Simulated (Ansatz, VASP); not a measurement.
**LiAlO in VASP and in Ansatz**

The input INCAR:

```
SYSTEM = LiAlO
PREC = Accurate
ENCUT = 910
EDIFF = 1E-7
ISMEAR = 0
SIGMA = 0.1
LREAL = .FALSE.
LASPH = .TRUE.
NELM = 120
ALGO = Normal
ISIF = 3
LWAVE = .FALSE.
LCHARG = .FALSE.
GGA = PE
IBRION = 2
NSW = 90
EDIFFG = -0.04
GGA_COMPAT = .FALSE.
NELMIN = 4
```

Contents of KPOINTS:

```
Automatic mesh
0
G
  6 6 6
  0 0 0
```

File POSCAR:

```
LiAlO
1.0
    3.4258736500      0.0000000000      0.0000000000
   -1.7129368200      2.9668936100      0.0000000000
    0.0000000000      0.0000000000      3.2964761400
Li Al O
1 1 1
Direct
    0.0000000000      0.0000000000      0.0000000000
    0.6666666700      0.3333333300      0.5000000000
    0.3333333300      0.6666666700      0.5000000000
```

Input for Ansatz:

```yaml
crystal:
  lattice:
    - [3.42587365, 0.0, 0.0]
    - [-1.71293682, 2.96689361, 0.0]
    - [0.0, 0.0, 3.29647614]
  atoms:
    - { symbol: Li, position: [0.0, 0.0, 0.0] }
    - { symbol: Al, position: [0.66666667, 0.33333333, 0.5] }
    - { symbol: O, position: [0.33333333, 0.66666667, 0.5] }
basis:
  ecutwfc: 420
kpoints:
  mp_grid: { grid: [6, 6, 6] }
hamiltonian:
  xc: pbe
scf:
  occupations: { method: gaussian, width: 0.1 }
  lower_state_search: "off"
output:
  forces: true
  stress: true
  eigenvalues: true
relax:
  adjacent_minimum: "off"
  f_tol: 0.04
  max_steps: 70
  cell: { stress_tol: 0.4 }
```

Change from the starting cell: species swapped into the SmPPt type (P-6m2, No. 187).

Alike in both runs: task relaxation of cell and atoms; functional PBE; k mesh 6 × 6 × 6; occupations gaussian, width 0.1 eV; no spin polarisation.

|  | VASP | Ansatz |
| --- | --- | --- |
| version | VASP 6.6.1 | Ansatz 0.2.0 |
| potentials or method | VASP PAW PBE potentials, release 64 (Li_sv, Al, O_h), cutoff 910 eV | scalar-relativistic, plane waves, PAW |
| valence electrons in the cell | 12 | 12 |

|  | VASP | Ansatz | Ansatz less VASP |
| --- | --- | --- | --- |
| gap on the k mesh at the Fermi level, each at its own relaxed structure (eV) | none | none | - |
| relaxed volume (Å³/atom) | 12.45 | 14.43 | +1.973 |
| relaxed cell length with the largest relative difference (Å) | 3.849 | 4.752 | +0.9038 |

A gap of «none» marks a metal or a gap that the smearing closes. One of these differences is far larger than is usual between the two programs; its cause wasn't traced.

Noted on VASP's run: the cutoff is short for stress, so the pressure is rough.
